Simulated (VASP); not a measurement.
Write the native input for VASP 6.6.1 that does the following.

```
Task                   : single point
Functional             : PBEsol
Potentials or basis    : VASP PAW PBE potentials, release 64 (C)
Cutoff                 : 520 eV
k mesh                 : 22 × 22 × 22
Occupations            : fermi-dirac, width 0.08 eV
Spin                   : no spin polarisation
Dipole correction      : no
Further INCAR settings : ALGO = Normal; EDIFF = 1e-06; NBANDS = 8
```

The structure of C lies in POSCAR:

```
C
1.0
   -0.9294272400      0.9294272400      0.9294272400
    0.9294272400     -0.9294272400      0.9294272400
    0.9294272400      0.9294272400     -0.9294272400
C
1
Direct
    0.0000000000      0.0000000000      0.0000000000
```

This cell differs from its parent crystal: volume scaled by 0.5.

The input as run:

INCAR

```
SYSTEM = C
PREC = Accurate ; ENCUT = 520
EDIFF = 1E-6 ; ISMEAR = -1
SIGMA = 0.08 ; LREAL = .False.
LASPH = .True. ; NELM = 100
ALGO = Normal ; ISIF = 2
LWAVE = .False. ; LCHARG = .False.
GGA = PS ; NBANDS = 8
```

KPOINTS

```
Automatic mesh
0
Gamma
  22 22 22
  0 0 0
```

Potentials or basis: VASP PAW PBE potentials, release 64 (C).

The run is started by

```sh
$ cat potpaw_PBE.64/C/POTCAR > POTCAR
$ mpirun -np 1 vasp_std > vasp.out
```

It gave:

```yaml
Pressure: 561.6 GPa
Band_gap_on_the_k_mesh: zero (band 2 reaches 40.43 eV, above the bottom of band 3 at 15.49 eV)
```

Caveat: the PAW data sets were made with another functional, which shifts forces and pressure a little.

Wall time 3.5 s on 1 thread of Intel(R) Xeon(R) Platinum 8375C CPU @ 2.90GHz (Ice Lake) (shared host), peak memory 0.1 GiB.
